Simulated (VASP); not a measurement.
Here is a VASP 6.6.1 calculation.

File INCAR:

```
  ALGO = Normal
  EDIFF = 1E-6
  ENCUT = 500
  GGA = PE
  GGA_COMPAT = F
  ISIF = 2
  ISMEAR = 0
  IVDW = 12
  LASPH = T
  LCHARG = T
  LELF = T
  LREAL = F
  LVHAR = T
  LWAVE = F
  NBANDS = 14
  NELM = 120
  PREC = Accurate
  SIGMA = 0.1
```

File KPOINTS:

```
k-points
0
Gamma
  9 9 2
```

File POSCAR:

```
Al
1.0
    2.8270770242      0.0000000000      0.0000000000
   -1.4135385121      2.4483205214      0.0000000000
    0.0000000000      0.0000000000      9.1859930700
Al
4
Direct
    0.0000000000      0.0000000000      0.0000000000
    0.3333333300      0.6666666700      0.2500000000
    0.0000000000      0.0000000000      0.5000000000
    0.6666666700      0.3333333300      0.7500000000
```

Potentials or basis: VASP PAW PBE potentials, release 64 (Al).

Command:

```console
$ cat potpaw_PBE.64/Al/POTCAR > POTCAR
$ mpirun -np 1 vasp_std > vasp.out
```

(1) Estimate the dispersion energy per atom.

(2) Predict the band gap on the k mesh.

(3) Predict the pressure.

Results:

(1) -0.350 eV.

(2) zero (band 6 reaches 12.44 eV, above the bottom of band 7 at 7.02 eV).

(3) -0.2 GPa.

Caveat: pairwise dispersion overbinds metals, which lowers pressure and volume.
